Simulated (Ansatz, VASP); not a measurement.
# KBr in VASP and in Ansatz

```xyz
2
Lattice="0.0000 3.2925 3.4242 3.2925 0.0000 3.4242 3.2925 3.2925 0.0000" Properties=species:S:1:pos:R:3 pbc="T T T"
K     0.0000    0.0000    0.0000
Br    3.2925    3.2925    3.4242
```

Change from the starting cell: strain +0.000 along x and y, +0.040 along z, atoms carried along.

Alike in both runs: task single point; functional PBE; k mesh 6 × 6 × 6; occupations gaussian, width 0.05 eV; no spin polarisation.

|  | VASP | Ansatz |
| --- | --- | --- |
| version | VASP 6.6.1 | Ansatz 0.2.0 |
| potentials or method | VASP PAW PBE potentials, release 64 (K_sv, Br), cutoff 520 eV | scalar-relativistic, plane waves, PAW |
| valence electrons in the cell | 16 | 16 |

Ansatz gave:

- gap on the k mesh at the Fermi level (eV): 4.34
- least direct gap on the mesh (eV): 4.34
- pressure (GPa): 0.3
- traceless stress, the component that is largest in VASP (GPa): -0.67

Which values does VASP return?

gap on the k mesh at the Fermi level (eV): 4.34; least direct gap on the mesh (eV): 4.34; pressure (GPa): 0.3; traceless stress, the component that is largest in VASP (GPa): -0.68.
